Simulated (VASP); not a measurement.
Set up this calculation in VASP 6.6.1, as the native input.

| Property | Result |
| --- | --- |
| Task | relaxation of cell and atoms |
| Functional | PBE |
| Potentials or basis | VASP PAW PBE potentials, release 64 (W_sv, F) |
| Cutoff | 600 eV |
| k mesh | 20 × 20 × 20 |
| Occupations | gaussian, width 0.1 eV |
| Spin | no spin polarisation |
| Dipole correction | no |
| Further INCAR settings | ALGO = Normal; EDIFF = 1e-07; IBRION = 2; EDIFFG = -0.01; NSW = 100; ISIF = 3 |

The structure of WF lies in POSCAR:

```
WF
1.0
    0.0000000000      2.4250388642      2.4250388642
    2.4250388642      0.0000000000      2.4250388642
    2.4250388642      2.4250388642      0.0000000000
W F
1 1
Direct
    0.0000000000      0.0000000000      0.0000000000
    0.2500000000      0.2500000000      0.2500000000
```

The input as run:

INCAR

```
ALGO = Normal
EDIFF = 1E-7
EDIFFG = -0.01
ENCUT = 600
GGA = PE
IBRION = 2
ISIF = 3
ISMEAR = 0
LASPH = True
LCHARG = False
LREAL = False
LWAVE = False
NELM = 100
NSW = 100
PREC = Accurate
SIGMA = 0.1
```

KPOINTS

```
k-points
0
Gamma
  20 20 20
```

Potentials or basis: VASP PAW PBE potentials, release 64 (W_sv, F).

The run is started by

```console
$ cat potpaw_PBE.64/W_sv/POTCAR potpaw_PBE.64/F/POTCAR > POTCAR
$ mpirun -np 1 vasp_std > vasp.out
```

It gave:

```
Relaxed volume                        : 14.35 Å³/atom
Relaxed cell                          : a = 3.437 Å, b = 3.437 Å, c = 3.437 Å, α = 60.00°, β = 60.00°, γ = 60.00°
Space group after relaxing (to 0.1 Å) : F-43m (No. 216)
Energy gained by relaxing             : 0.3 meV/atom
Ionic steps                           : 3
Pressure after relaxing               : 0.0 GPa
Band gap on the k mesh                : zero (an odd number of electrons rules out a gap without spin polarisation)
```

Caveat: spin-orbit coupling is left out, which moves the levels of the heavy elements; an odd number of electrons without spin polarisation forces a metal; a magnetic or distorted state may lie lower.

It took 6.3 min on 1 thread of Intel Xeon 8259CL, with other jobs on the host, peak memory 0.27 GiB.
